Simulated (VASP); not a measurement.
# AlN (P6_3mc) in VASP: notebook

Runs on AlN. Level: PBE. Tasks: single point.

All numbers are computed with VASP 6.6.1; they aren't measurements. Logs are shortened: lines on timing, memory, paths and dates and some standing lists are left out, and cuts for length are marked.

## Step 1: The cell of the first run

The structure is hexagonal, space group P6_3mc (No. 186). Conventional cell: a = 3.130 Å, b = 3.130 Å, c = 5.619 Å, α = 90.00°, β = 90.00°, γ = 120.00°. Al (site symmetry 3m) has 4 N at 1.94 to 2.12 Å within 2.6 Å. N (site symmetry 3m) has 4 Al at 1.94 to 2.12 Å within 2.6 Å.

## Step 2: Single point, PBE

File INCAR:

```
SYSTEM = AlN
PREC     = Accurate       ! precision mode
ENCUT    = 520            ! plane-wave cutoff, eV
EDIFF    = 1E-6           ! SCF threshold, eV
ISMEAR   = 0              ! smearing method
SIGMA    = 0.05           ! smearing width, eV
LREAL    = .FALSE.        ! projectors in reciprocal space
LASPH    = .TRUE.         ! aspherical terms in the spheres
NELM     = 60             ! most SCF steps
ALGO     = Normal         ! electronic algorithm
ISIF     = 2              ! what is computed and relaxed
LWAVE    = .FALSE.        ! write WAVECAR
LCHARG   = .FALSE.        ! write CHGCAR
GGA      = PE             ! functional
NBANDS   = 16             ! bands
```

File KPOINTS:

```
regular mesh
0
G
  9 9 6
  0 0 0
```

File POSCAR:

```
AlN
1.0
    3.1298889828      0.0000000000      0.0000000000
   -1.5649444914      2.7105633702      0.0000000000
    0.0000000000      0.0000000000      5.6190000000
Al N
2 2
Direct
    0.3333333333      0.6666666667      0.0040987128
    0.6666666667      0.3333333333      0.5040987128
    0.3333333333      0.6666666667      0.3809012872
    0.6666666667      0.3333333333      0.8809012872
```

Potentials or basis: VASP PAW PBE potentials, release 64 (Al, N).

Run with:

```console
$ cat potpaw_PBE.64/Al/POTCAR potpaw_PBE.64/N/POTCAR > POTCAR
$ mpirun -np 1 vasp_std > vasp.out
```

OUTCAR:

```text
SYSTEM = AlN
   PREC = Accurate
   ENCUT = 520
   EDIFF = 1E-6
   ISMEAR = 0
   LREAL = .FALSE.
   LASPH = .TRUE.
   NELM = 60
   ISIF = 2
   GGA = PE

 ion  position               nearest neighbor table
   1  0.333  0.667  0.004-   4 1.94   4 1.94   4 1.94   3 2.12   2 3.34   2 3.34   2 3.34   2 3.34
                             2 3.34   2 3.34
   2  0.667  0.333  0.504-   3 1.94   3 1.94   3 1.94   4 2.12   1 3.34   1 3.34   1 3.34   1 3.34
                             1 3.34   1 3.34
   3  0.333  0.667  0.381-   2 1.94   2 1.94   2 1.94   1 2.12
   4  0.667  0.333  0.881-   1 1.94   1 1.94   1 1.94   2 2.12

  LATTYP: Found a hexagonal cell.
 ALAT       =     3.1298889828
 C/A-ratio  =     1.7952713438

  Lattice vectors:

 A1 = (   3.1298889828,   0.0000000000,   0.0000000000)
 A2 = (  -1.5649444914,   2.7105633702,   0.0000000000)
 A3 = (   0.0000000000,   0.0000000000,   5.6190000000)

Analysis of symmetry for initial positions (statically):
=====================================================================
 Subroutine PRICEL returns:
 Original cell was already a primitive cell.

 Routine SETGRP: Setting up the symmetry group for a
 hexagonal supercell.

 Subroutine GETGRP returns: Found 12 space group operations
 (whereof  6 operations were pure point group operations)
 out of a pool of 24 trial point group operations.

The static configuration has the point symmetry C_3v.
 The point group associated with its full space group is C_6v.

Analysis of symmetry for dynamics (positions and initial velocities):
=====================================================================
 Subroutine PRICEL returns:
 Original cell was already a primitive cell.

 Routine SETGRP: Setting up the symmetry group for a
 hexagonal supercell.

 Subroutine GETGRP returns: Found 12 space group operations
 (whereof  6 operations were pure point group operations)
 out of a pool of 24 trial point group operations.

The dynamic configuration has the point symmetry C_3v.
 The point group associated with its full space group is C_6v.

 Subroutine INISYM returns: Found 12 space group operations
 (whereof  6 operations are pure point group operations),
 and found     1 'primitive' translations

----------------------------------------------------------------------------------------

                                     Primitive cell

  volume of cell :      47.6703

  direct lattice vectors                    reciprocal lattice vectors
     3.129888983  0.000000000  0.000000000     0.319500150  0.184463498  0.000000000
    -1.564944491  2.710563370  0.000000000     0.000000000  0.368926995  0.000000000
     0.000000000  0.000000000  5.619000000     0.000000000  0.000000000  0.177967610
[... 90 lines left out ...]
   EDIFFG = 0.1E-04   stopping-criterion for IOM
   NSW    =      0    number of steps for IOM
   IBRION =     -1    ionic relax: 0-MD 1-quasi-New 2-CG
   NFREE  =      0    steps in history (QN), initial steepest desc. (CG)
   ISIF   =      2    stress and relaxation
   ISYM   =      2    0-nonsym 1-usesym 2-fastsym
   POTIM  = 0.5000    time-step for ionic-motion
   TEBEG  =    0.0;   TEEND  =   0.0 temperature during run
   PSTRESS=    0.0 pullay stress
   NELECT =      16.0000    total number of electrons
   NUPDOWN=      -1.0000    fix difference up-down
   EMIN   =  10.00;   EMAX   =-10.00  energy-range for DOS
   EFERMI =   0.00;   METHOD = LEGACY
   ISMEAR =     0;   SIGMA  =   0.05  broadening in eV -4-tet -1-fermi 0-gaus
   EFERMI_NEDOS =   21; number of points for ismear=-14 and -15
   IALGO  =     38    algorithm
   IMIX   =      4    mixing-type and parameters
     AMIX     =   0.40;   BMIX     =  1.00
     AMIX_MAG =   1.60;   BMIX_MAG =  1.00
  volume/ion in A,a.u.               =      11.92        80.42
  Fermi-wavevector in a.u.,A,eV,Ry     =   1.137712  2.149964 17.611224  1.294388
  Thomas-Fermi vector in A             =   2.274417
   LORBIT       =      0    0 simple, 1 ext, 2 COOP (PROOUT), +10 PAW based schemes
   GGA     = PE    functional components
   LHFCALC =     F    Hartree Fock is set to
   AEXX    =    0.0000 exact exchange contribution
   IVDW    =     0    specifies the selected vdW correction
   LEPSILON=     F    determine dielectric tensor
   LRPA    =     F    only Hartree local field effects (RPA)
 non-spin polarized calculation
 Gauss-broadening in eV      SIGMA  =   0.05
  energy-cutoff  :      520.00
  volume of cell :       47.67
 maximum number of plane-waves:      1299
 NGX is ok and might be reduce to    24
   NGX = 11   NGY = 11   NGZ = 21

 number of electron      15.9999999 magnetization

 Free energy of the ion-electron system (eV)
  ---------------------------------------------------
  ext. energy  EPLUGINS =         0.00000000
  ---------------------------------------------------
  free energy    TOTEN  =       -29.16623993 eV

  energy without entropy =      -29.16623993  energy(sigma->0) =      -29.16623993

 E-fermi :   5.1471     XC(G=0): -10.3509

 val. band max:        4.9443299251   @ k =   0.0000   0.0000   0.0000
 cond. band min:       7.6627921154   @ k =   0.0000   0.0000   0.0000
 fundamental gap:      2.7184621904
 Fermi energy:         5.1471285438

 k-point     1 :       0.0000    0.0000    0.0000
  band No.  band energies     occupation
      1      -9.5020      2.00000
      2      -8.1325      2.00000
      3      -0.7626      2.00000
      4       4.5019      2.00000
      5       4.5785      2.00000
      6       4.5785      2.00000
[... 433 lines left out ...]
      3       0.8983      2.00000
      4       1.1006      2.00000
      5       1.1006      2.00000
      6       2.2566      2.00000
[... 8 lines left out ...]
     15      17.5741      0.00000
     16      18.6050      0.00000

 [... further k-points ...]
[... 5 lines left out ...]
  --------------------------------------------------------------------------------------
  -------------------------------------------------------------------------------------
  Total       -1.7437791     -1.7437791    -10.2573556      0.0000000      0.0000000     -0.0000000
  in kB      -58.6076780    -58.6076780   -344.7453873      0.0000000      0.0000000     -0.0000000
  external PRESSURE =    -153.9869144 kB  Pullay stress =       0.0000000 kB

 VOLUME and BASIS-vectors are now :
 -----------------------------------------------------------------------------
  energy-cutoff  :      520.00
  volume of cell :       47.67
      direct lattice vectors                 reciprocal lattice vectors
     3.129888983  0.000000000  0.000000000     0.319500150  0.184463498  0.000000000
    -1.564944491  2.710563370  0.000000000     0.000000000  0.368926995  0.000000000
     0.000000000  0.000000000  5.619000000     0.000000000  0.000000000  0.177967610

 POSITION                                       TOTAL-FORCE (eV/Angst)
 -----------------------------------------------------------------------------------
     -0.00000      1.80704      0.02303         0.000000      0.000000     -0.006062
      1.56494      0.90352      2.83253         0.000000     -0.000000     -0.006062
     -0.00000      1.80704      2.14028        -0.000000      0.000000      0.006062
      1.56494      0.90352      4.94978         0.000000     -0.000000      0.006062
 -----------------------------------------------------------------------------------
    total drift:                               -0.000000      0.000000     -0.000982

  FREE ENERGIE OF THE ION-ELECTRON SYSTEM (eV)
  ---------------------------------------------------
  free  energy   TOTEN  =       -29.1662399301 eV

  energy  without entropy=      -29.1662399301  energy(sigma->0) =      -29.16623993
```

stdout:

```text
POSCAR found type information on POSCAR AlN
 POSCAR found :  2 types and       4 ions
 scaLAPACK will be used
 LDA part: xc-table for (Slater+PW92), standard interpolation
 POSCAR, INCAR and KPOINTS ok, starting setup
 FFT: planning ... GRIDC
 FFT: planning ... GRID_SOFT
 FFT: planning ... GRID
 WAVECAR not read
 entering main loop
```

Wall time 21 s (1 thread of Intel Xeon Platinum 8259CL at 2.50GHz (Skylake/Cascade Lake), shared host); peak memory 0.17 GiB.

Results:

```
Free energy            : -29.1662 eV
Pressure               : -15.4 GPa
Largest force          : 0.006 eV/Å
Band gap on the k mesh : 2.72 eV, direct
```

Forces on the atoms (eV/Å):
```
Al   0.000  0.000 -0.006
Al   0.000  0.000 -0.006
N    0.000  0.000  0.006
N    0.000  0.000  0.006
```

Stress tensor (GPa, compression positive):
```
 -5.86   0.00   0.00
  0.00  -5.86   0.00
  0.00   0.00 -34.47
```

(Part 1 of 2 ends here.)
